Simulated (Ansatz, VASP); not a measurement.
TaWC2: VASP beside Ansatz

File POSCAR:

```
TaWC2
1.0
    1.5925398227      0.9194532953      5.1687539453
   -1.5925398227      0.9194532953      5.1687539453
    0.0000000000     -1.8389065907      5.1687539453
W Ta C
1 1 2
Direct
    0.0000000000      0.0000000000      0.0000000000
    0.5000000000      0.5000000000      0.5000000000
    0.2509330000      0.2509330000      0.2509330000
    0.7490670000      0.7490670000      0.7490670000
```

Contents of INCAR.step1:

```
PREC     = Accurate       # precision mode
ENCUT    = 520            # plane-wave cutoff, eV
ISMEAR   = -1             # smearing method
SIGMA    = 0.05           # smearing width, eV
LREAL    = F              # projectors in reciprocal space
LASPH    = T              # aspherical terms in the spheres
NELM     = 100            # most SCF steps
NBANDS   = 24             # bands
GGA      = PE             # functional
ALGO     = Normal         # electronic algorithm
EDIFF    = 1E-4           # SCF threshold, eV
LWAVE    = T              # write WAVECAR
LCHARG   = F              # write CHGCAR
```

INCAR.step2

```
PREC     = Accurate       # precision mode
ENCUT    = 520            # plane-wave cutoff, eV
EDIFF    = 1E-7           # SCF threshold, eV
ISMEAR   = -1             # smearing method
SIGMA    = 0.05           # smearing width, eV
LREAL    = F              # projectors in reciprocal space
LASPH    = T              # aspherical terms in the spheres
NELM     = 100            # most SCF steps
ALGO     = Normal         # electronic algorithm
ISIF     = 2              # what is computed and relaxed
LWAVE    = F              # write WAVECAR
LCHARG   = F              # write CHGCAR
METAGGA  = R2SCAN         # meta-GGA
LMIXTAU  = T            
NBANDS   = 24             # bands
ISTART   = 1
```

File KPOINTS:

```
Automatic mesh
0
Gamma
  10 10 10
```

input.yaml

```yaml
crystal:
  lattice:
    - [1.5925398227, 0.9194532953, 5.1687539453]
    - [-1.5925398227, 0.9194532953, 5.1687539453]
    - [0.0, -1.8389065907, 5.1687539453]
  atoms:
    - { symbol: W, position: [0.0, 0.0, 0.0] }
    - { symbol: Ta, position: [0.5, 0.5, 0.5] }
    - { symbol: C, position: [0.250933, 0.250933, 0.250933] }
    - { symbol: C, position: [0.749067, 0.749067, 0.749067] }
hamiltonian:
  xc: r2scan
  pseudopotentials: { kind: paw }
kpoints:
  mp_grid: { grid: [10, 10, 10] }
scf:
  occupations: { method: fermi_dirac, width: 0.05 }
output:
  forces: true
  stress: true
  eigenvalues: true
```

Alike in both runs: task single point; functional r2SCAN; k mesh 10 × 10 × 10; occupations fermi-dirac, width 0.05 eV; no spin polarisation.

|  | VASP | Ansatz |
| --- | --- | --- |
| version | VASP 6.6.1 | Ansatz 0.2.0 |
| potentials or method | VASP PAW PBE potentials, release 64 (W_sv, Ta_pv, C) | Ansatz PAW |
| plane-wave cutoff (eV) | 520 | 500 |
| valence electrons in the cell | 33 | 35 |

Ansatz gave:

| Quantity | Value |
| --- | --- |
| gap on the k mesh at the Fermi level (eV) | none |
| pressure (GPa) | -18.1 |
| traceless stress, the component that is largest in VASP (GPa) | -0.07 |
| rms of the force components (eV/Å) | 0.007 |

Which values does VASP return?

gap on the k mesh at the Fermi level (eV): none; pressure (GPa): -16.8; traceless stress, the component that is largest in VASP (GPa): -0.02; rms of the force components (eV/Å): 0.004.

VASP's potentials were made for PBE, not for r2SCAN. Atom by atom the forces differ by 0.003 eV/Å (rms over components). A gap of «none» marks a metal or a gap that the smearing closes. VASP's potentials hold 33 valence electrons a cell and Ansatz's 35, so a difference there can come from the potentials and not from the codes.

Neither program's run includes spin-orbit coupling.
